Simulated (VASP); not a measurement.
# Sc in VASP: further runs

Sc is run at these levels: LDA; tasks: single point.

Program: VASP 6.6.1. These are calculated values, not measurements. Logs are shortened: lines on timing, memory, paths and dates and some standing lists are left out, and cuts for length are marked.

### Step 1. The cell of the first run

The typed cell holds 2 atoms: a = 5.399 Å, b = 5.399 Å, c = 3.229 Å, α = 97.64°, β = 97.64°, γ = 147.24°.

### Step 2. Single point, LDA (22.45 Å³/atom)

File INCAR:

```
PREC = Accurate
ENCUT = 520
EDIFF = 1E-6
ISMEAR = -1
SIGMA = 0.1
LREAL = F
LASPH = T
NELM = 100
ALGO = Normal
ISIF = 2
LWAVE = F
LCHARG = F
GGA = CA
NBANDS = 18
```

File KPOINTS:

```
Automatic mesh
0
Gamma
  14 14 12
```

File POSCAR:

```
Sc
1.0
   -3.6624671813      3.6624818853      1.5226248724
    3.6624818853     -3.6624671813      1.5226248724
    2.0132353664      2.0132353664     -1.5225979419
Sc
2
Direct
    0.0000056904      0.9999943096      1.0000000000
    0.7499943096      0.2500056904      0.5000000000
```

Potentials or basis: VASP PAW LDA potentials, release 64 (Sc_sv).

Launch:

```console
$ cat potpaw_LDA.64/Sc_sv/POTCAR > POTCAR
$ mpirun -np 1 vasp_std > vasp.out
```

OUTCAR:

```text
PREC = Accurate
   ENCUT = 520
   EDIFF = 1E-6
   ISMEAR = -1
   LREAL = F
   LASPH = T
   NELM = 100
   ISIF = 2
   GGA = CA

 ion  position               nearest neighbor table
   1  0.000  1.000  0.000-   2 3.05   2 3.05   2 3.05   2 3.05
   2  0.750  0.250  0.500-   1 3.05   1 3.05   1 3.05   1 3.05

  LATTYP: Found a base centered monoclinic cell.
 ALAT       =     3.0452497449
 B/A-ratio  =     3.4017053383
 C/A-ratio  =     1.0602431816
 COS(beta)  =    -0.4715755601

  Lattice vectors:

 A1 = (  -3.6624671813,   3.6624818853,   1.5226248724)
 A2 = (   3.6624818853,  -3.6624671813,   1.5226248724)
 A3 = (   2.0132353664,   2.0132353664,  -1.5225979419)

Analysis of symmetry for initial positions (statically):
=====================================================================
 Subroutine PRICEL returns:
 Original cell was already a primitive cell.

 Routine SETGRP: Setting up the symmetry group for a
 base centered monoclinic supercell.

 Subroutine GETGRP returns: Found  4 space group operations
 (whereof  2 operations were pure point group operations)
 out of a pool of  4 trial point group operations.

The static configuration has the point symmetry C_2 .
 The point group associated with its full space group is C_2h.

Analysis of symmetry for dynamics (positions and initial velocities):
=====================================================================
 Subroutine PRICEL returns:
 Original cell was already a primitive cell.

 Routine SETGRP: Setting up the symmetry group for a
 base centered monoclinic supercell.

 Subroutine GETGRP returns: Found  4 space group operations
 (whereof  2 operations were pure point group operations)
 out of a pool of  4 trial point group operations.

The dynamic configuration has the point symmetry C_2 .
 The point group associated with its full space group is C_2h.

 Subroutine INISYM returns: Found  4 space group operations
 (whereof  2 operations are pure point group operations),
 and found     1 'primitive' translations

----------------------------------------------------------------------------------------

                                     Primitive cell

[... 69 lines left out ...]
  0.214286  0.142857 -0.000000      4.000000
  0.285714  0.142857  0.000000      4.000000
 [... further k-points ...]
   k-points           NKPTS =    639   k-points in BZ     NKDIM =    639   number of bands    NBANDS=     18
   number of dos      NEDOS =    301   number of ions     NIONS =      2
   total plane-waves  NPLWV =  38400
   dimension x,y,z NGX =    40 NGY =   40 NGZ =   24
   dimension x,y,z NGXF=    80 NGYF=   80 NGZF=   48
   ions per type =               2
   NGX,Y,Z   is equivalent  to a cutoff of  12.32, 12.32, 12.36 a.u.
   NGXF,Y,Z  is equivalent  to a cutoff of  24.64, 24.64, 24.72 a.u.
 SYSTEM =  unknown system
   PREC   = accura    normal or accurate (medium, high low for compatibility)
   ISTART =      0    job   : 0-new  1-cont  2-samecut
   ICHARG =      2    charge: 1-file 2-atom 10-const
   ISPIN  =      1    spin polarized calculation?
   LNONCOLLINEAR =      F non collinear calculations
   LSORBIT =      F    spin-orbit coupling
   LASPH  =      T    aspherical Exc in radial PAW
   ENCUT  =  520.0 eV  38.22 Ry    6.18 a.u.  10.04 10.04  6.00*2*pi/ulx,y,z
   NELM   =    100;   NELMIN=  2; NELMDL= -5     # of ELM steps
   EDIFF  = 0.1E-05   stopping-criterion for ELM
   LREAL  =      F    real-space projection
[... 7 lines left out ...]
   TEBEG  =    0.0;   TEEND  =   0.0 temperature during run
   PSTRESS=    0.0 pullay stress
   NELECT =      22.0000    total number of electrons
   NUPDOWN=      -1.0000    fix difference up-down
   EMIN   =  10.00;   EMAX   =-10.00  energy-range for DOS
   EFERMI =   0.00;   METHOD = LEGACY
   ISMEAR =    -1;   SIGMA  =   0.10  broadening in eV -4-tet -1-fermi 0-gaus
   EFERMI_NEDOS =   21; number of points for ismear=-14 and -15
   IALGO  =     38    algorithm
   IMIX   =      4    mixing-type and parameters
     AMIX     =   0.40;   BMIX     =  1.00
     AMIX_MAG =   1.60;   BMIX_MAG =  1.00
  volume/ion in A,a.u.               =      22.45       151.53
  Fermi-wavevector in a.u.,A,eV,Ry     =   1.290549  2.438784 22.660731  1.665517
  Thomas-Fermi vector in A             =   2.422374
   LORBIT       =      0    0 simple, 1 ext, 2 COOP (PROOUT), +10 PAW based schemes
   GGA     = CA    functional components
   LHFCALC =     F    Hartree Fock is set to
   AEXX    =    0.0000 exact exchange contribution
   IVDW    =     0    specifies the selected vdW correction
   LEPSILON=     F    determine dielectric tensor
   LRPA    =     F    only Hartree local field effects (RPA)
 non-spin polarized calculation
  energy-cutoff  :      520.00
  volume of cell :       44.91
 maximum number of plane-waves:      1236
   NGX = 21   NGY = 21   NGZ = 11

 number of electron      21.9999998 magnetization

 Free energy of the ion-electron system (eV)
  ---------------------------------------------------
  ext. energy  EPLUGINS =         0.00000000
  ---------------------------------------------------
  free energy    TOTEN  =       -13.29471195 eV

  energy without entropy =      -13.17044354  energy(sigma->0) =      -13.23257774

 E-fermi :   4.1000     XC(G=0): -10.5298

 val. band max:        4.0990184033   @ k =  -0.2143   0.3571   0.0833
 cond. band min:       4.1003905924   @ k =   0.3571   0.2857   0.0000
 fundamental gap:      0.0013721891
 Fermi energy:         4.1000454115

 k-point     1 :       0.0000    0.0000    0.0000
  band No.  band energies     occupation
      1     -44.5738      2.00000
      2     -44.4712      2.00000
      3     -23.8547      2.00000
      4     -23.3473      2.00000
      5     -23.2614      2.00000
      6     -23.2582      2.00000
[... 481 lines left out ...]
      5     -23.6075      2.00000
      6     -23.4426      2.00000
[... 10 lines left out ...]
     17       7.8123      0.00000
     18       8.2082      0.00000

 [... further k-points ...]
[... 5 lines left out ...]
  --------------------------------------------------------------------------------------
  -------------------------------------------------------------------------------------
  Total        0.0169008      0.0169008      0.0246204     -0.0035001      0.0004026      0.0004026
  in kB        0.6029685      0.6029685      0.8783803     -0.1248714      0.0143628      0.0143624
  external PRESSURE =       0.6947725 kB  Pullay stress =       0.0000000 kB

 VOLUME and BASIS-vectors are now :
 -----------------------------------------------------------------------------
  energy-cutoff  :      520.00
  volume of cell :       44.91
      direct lattice vectors                 reciprocal lattice vectors
    -3.662467181  3.662481885  1.522624872     0.055915718  0.192435438  0.328379093
     3.662481885 -3.662467181  1.522624872     0.192435438  0.055915718  0.328379093
     2.013235366  2.013235366 -1.522597942     0.248355549  0.248355549 -0.000002398

 POSITION                                       TOTAL-FORCE (eV/Angst)
 -----------------------------------------------------------------------------------
      3.66244     -3.66243      1.52262         0.000440     -0.000440     -0.000000
     -0.82457      2.83782      0.76133        -0.000440      0.000440      0.000000
 -----------------------------------------------------------------------------------
    total drift:                               -0.000000     -0.000000      0.000000

  FREE ENERGIE OF THE ION-ELECTRON SYSTEM (eV)
  ---------------------------------------------------
  free  energy   TOTEN  =       -13.2947119506 eV

  energy  without entropy=      -13.1704435358  energy(sigma->0) =      -13.23257774
```

OSZICAR:

```text
N       E                     dE             d eps       ncg     rms          rms(c)
DAV:   1     0.293378405238E+03    0.29338E+03   -0.10152E+04 23060   0.134E+03
DAV:   2     0.725748387223E+00   -0.29265E+03   -0.28789E+03 27372   0.546E+02
DAV:   3    -0.143552841694E+02   -0.15081E+02   -0.14543E+02 37530   0.149E+02
DAV:   4    -0.146244286087E+02   -0.26914E+00   -0.26648E+00 35390   0.183E+01
DAV:   5    -0.146277701323E+02   -0.33415E-02   -0.33374E-02 39266   0.228E+00    0.827E+00
DAV:   6    -0.134575650005E+02    0.11702E+01   -0.26758E+00 31184   0.188E+01    0.244E+00
DAV:   7    -0.133080874810E+02    0.14948E+00   -0.58702E-01 32448   0.785E+00    0.703E-01
DAV:   8    -0.132956899619E+02    0.12398E-01   -0.30756E-02 29538   0.244E+00    0.254E-01
DAV:   9    -0.132947081157E+02    0.98185E-03   -0.68766E-03 34302   0.885E-01    0.334E-02
DAV:  10    -0.132947116741E+02   -0.35584E-05   -0.17286E-04 36634   0.184E-01    0.382E-03
DAV:  11    -0.132947119506E+02   -0.27658E-06   -0.42597E-06 29078   0.245E-02
   1 F= -.13294712E+02 E0= -.13232578E+02  d E =-.124268E+00
```

It took 6 min on 1 thread of AMD EPYC 9R14 (Zen 4), shared host; peak memory 0.47 GiB.

What came out:

- Free energy: -13.2947 eV
- Pressure: 0.1 GPa
- Band gap on the k mesh: zero (bands 11 and 12 overlap by 1.07 eV)

Levels at points of the mesh, in eV from the Fermi level:
| k point | band 7 | band 8 | band 9 | band 10 | band 11 | band 12 | band 13 | band 14 | band 15 | band 16 |
| --- | --- | --- | --- | --- | --- | --- | --- | --- | --- | --- |
| (0.00, 0.00, 0.00) | -27.34 | -27.33 | -5.30 | -1.88 | 0.50 | 1.07 | 1.14 | 2.08 | 2.16 | 2.26 |
| (0.50, 0.00, 0.00) | -27.49 | -27.39 | -1.71 | -1.36 | -0.81 | 0.51 | 0.59 | 1.64 | 2.75 | 3.45 |
| (0.50, 0.50, 0.00) | -27.33 | -27.33 | -3.75 | -3.75 | 0.54 | 0.54 | 1.39 | 1.39 | 2.53 | 2.53 |
| (0.00, 0.00, 0.50) | -27.40 | -27.40 | -1.43 | -1.43 | -0.13 | -0.13 | 0.14 | 0.14 | 3.31 | 3.31 |
| (0.50, 0.00, 0.50) | -27.49 | -27.39 | -1.71 | -1.36 | -0.81 | 0.51 | 0.59 | 1.64 | 2.75 | 3.45 |
| (0.50, 0.50, 0.50) | -27.43 | -27.43 | -1.87 | -1.87 | 0.03 | 0.03 | 0.90 | 0.90 | 2.95 | 2.95 |

### Step 3. Single point, LDA (23.35 Å³/atom)

This run uses another cell than the first one, of 23.35 Å³/atom.

File INCAR:

```
SYSTEM = Sc
PREC = Accurate ; ENCUT = 520
EDIFF = 1E-7 ; ISMEAR = -1
SIGMA = 0.1 ; LREAL = .FALSE.
LASPH = .TRUE. ; NELM = 60
ALGO = Normal ; ISIF = 2
LWAVE = .FALSE. ; LCHARG = .FALSE.
NBANDS = 18
```

File KPOINTS:

```
regular mesh
0
G
  14 14 12
  0 0 0
```

File POSCAR:

```
Sc
1.0
   -3.7106630659      3.7106779635      1.5426617080
    3.7106779635     -3.7106630659      1.5426617080
    2.0397283435      2.0397283435     -1.5426344230
Sc
2
Direct
    0.0000056904      0.9999943096      1.0000000000
    0.7499943096      0.2500056904      0.5000000000
```

Potentials or basis: VASP PAW LDA potentials, release 64 (Sc_sv).

Launch:

```console
$ cat potpaw_LDA.64/Sc_sv/POTCAR > POTCAR
$ mpirun -np 1 vasp_std > vasp.out
```

OUTCAR:

```text
SYSTEM = Sc
   PREC = Accurate
   ENCUT = 520
   EDIFF = 1E-7
   ISMEAR = -1
   LREAL = .FALSE.
   LASPH = .TRUE.
   NELM = 60
   ISIF = 2

 ion  position               nearest neighbor table
   1  0.000  1.000  0.000-   2 3.09   2 3.09   2 3.09   2 3.09
   2  0.750  0.250  0.500-   1 3.09   1 3.09   1 3.09   1 3.09

  LATTYP: Found a base centered monoclinic cell.
 ALAT       =     3.0853234161
 B/A-ratio  =     3.4017053383
 C/A-ratio  =     1.0602431815
 COS(beta)  =    -0.4715755601

  Lattice vectors:

 A1 = (  -3.7106630659,   3.7106779635,   1.5426617080)
 A2 = (   3.7106779635,  -3.7106630659,   1.5426617080)
 A3 = (   2.0397283435,   2.0397283435,  -1.5426344230)

Analysis of symmetry for initial positions (statically):
=====================================================================
 Subroutine PRICEL returns:
 Original cell was already a primitive cell.

 Routine SETGRP: Setting up the symmetry group for a
 base centered monoclinic supercell.

 Subroutine GETGRP returns: Found  4 space group operations
 (whereof  2 operations were pure point group operations)
[... 159 lines left out ...]
  ---------------------------------------------------
  ext. energy  EPLUGINS =         0.00000000
  ---------------------------------------------------
  free energy    TOTEN  =       -13.28427126 eV

  energy without entropy =      -13.15392409  energy(sigma->0) =      -13.21909767

 E-fermi :   3.8589     XC(G=0): -10.3642

 val. band max:        3.8584139250   @ k =  -0.1429   0.1429   0.1667
 cond. band min:       3.8593114173   @ k =   0.2143   0.0000   0.3333
 fundamental gap:      0.0008974923
 Fermi energy:         3.8588767956

 k-point     1 :       0.0000    0.0000    0.0000
  band No.  band energies     occupation
      1     -44.9101      2.00000
      2     -44.8228      2.00000
      3     -24.1502      2.00000
      4     -23.7022      2.00000
      5     -23.6301      2.00000
      6     -23.6272      2.00000
[... 481 lines left out ...]
      5     -23.9343      2.00000
      6     -23.7871      2.00000
[... 10 lines left out ...]
     17       7.4106      0.00000
     18       7.7746      0.00000

 [... further k-points ...]
[... 5 lines left out ...]
  --------------------------------------------------------------------------------------
  -------------------------------------------------------------------------------------
  Total       -0.5963973     -0.5963973     -0.5785823     -0.0328578      0.0004168      0.0004168
  in kB      -20.4592288    -20.4592288    -19.8480891     -1.1271774      0.0142967      0.0142965
  external PRESSURE =     -20.2555156 kB  Pullay stress =       0.0000000 kB

 VOLUME and BASIS-vectors are now :
 -----------------------------------------------------------------------------
  energy-cutoff  :      520.00
  volume of cell :       46.70
      direct lattice vectors                 reciprocal lattice vectors
    -3.710663066  3.710677963  1.542661708     0.055189457  0.189935994  0.324113946
     3.710677963 -3.710663066  1.542661708     0.189935994  0.055189457  0.324113946
     2.039728344  2.039728344 -1.542634423     0.245129787  0.245129787 -0.000002367

 POSITION                                       TOTAL-FORCE (eV/Angst)
 -----------------------------------------------------------------------------------
      3.71064     -3.71062      1.54266         0.000386     -0.000386     -0.000000
     -0.83542      2.87516      0.77134        -0.000386      0.000386      0.000000
 -----------------------------------------------------------------------------------
    total drift:                               -0.000000     -0.000000      0.000000

  FREE ENERGIE OF THE ION-ELECTRON SYSTEM (eV)
  ---------------------------------------------------
  free  energy   TOTEN  =       -13.2842712565 eV

  energy  without entropy=      -13.1539240870  energy(sigma->0) =      -13.21909767
```

OSZICAR:

```text
N       E                     dE             d eps       ncg     rms          rms(c)
DAV:   1     0.294666782517E+03    0.29467E+03   -0.10100E+04 23060   0.132E+03
DAV:   2     0.772060696570E+00   -0.29389E+03   -0.28907E+03 27420   0.544E+02
DAV:   3    -0.144183857148E+02   -0.15190E+02   -0.14695E+02 37606   0.149E+02
DAV:   4    -0.146849983681E+02   -0.26661E+00   -0.26419E+00 35798   0.181E+01
DAV:   5    -0.146883938397E+02   -0.33955E-02   -0.33925E-02 39432   0.229E+00    0.793E+00
DAV:   6    -0.134507120554E+02    0.12377E+01   -0.28770E+00 31194   0.192E+01    0.229E+00
DAV:   7    -0.132982003470E+02    0.15251E+00   -0.61572E-01 32676   0.788E+00    0.735E-01
DAV:   8    -0.132855652979E+02    0.12635E-01   -0.35253E-02 29352   0.260E+00    0.266E-01
DAV:   9    -0.132842667581E+02    0.12985E-02   -0.84782E-03 34174   0.973E-01    0.343E-02
DAV:  10    -0.132842708225E+02   -0.40645E-05   -0.19257E-04 36378   0.193E-01    0.431E-03
DAV:  11    -0.132842713194E+02   -0.49690E-06   -0.58665E-06 38744   0.260E-02    0.182E-03
DAV:  12    -0.132842712565E+02    0.62977E-07   -0.32709E-07 25766   0.633E-03
   1 F= -.13284271E+02 E0= -.13219098E+02  d E =-.130347E+00
```

It took 7.6 min on 1 thread of AMD EPYC 9R14 (Zen 4), shared host; peak memory 0.49 GiB.

Results:

```yaml
Free_energy: -13.2843 eV
Pressure: -2.0 GPa
Band_gap_on_the_k_mesh: zero (bands 11 and 12 overlap by 1.02 eV)
```

Levels at points of the mesh, in eV from the Fermi level:
```csv
k point,band 8,band 9,band 10,band 11,band 12,band 13,band 14,band 15
"(0.00, 0.00, 0.00)",-27.46,-5.24,-1.84,0.41,1.04,1.11,2.01,2.08
"(0.50, 0.00, 0.00)",-27.51,-1.67,-1.29,-0.77,0.44,0.57,1.58,2.63
"(0.50, 0.50, 0.00)",-27.46,-3.73,-3.73,0.53,0.53,1.35,1.35,2.43
"(0.00, 0.00, 0.50)",-27.52,-1.43,-1.43,-0.11,-0.11,0.12,0.12,3.17
"(0.50, 0.00, 0.50)",-27.51,-1.67,-1.29,-0.77,0.44,0.57,1.58,2.63
"(0.50, 0.50, 0.50)",-27.55,-1.81,-1.81,0.05,0.05,0.79,0.79,2.83
```
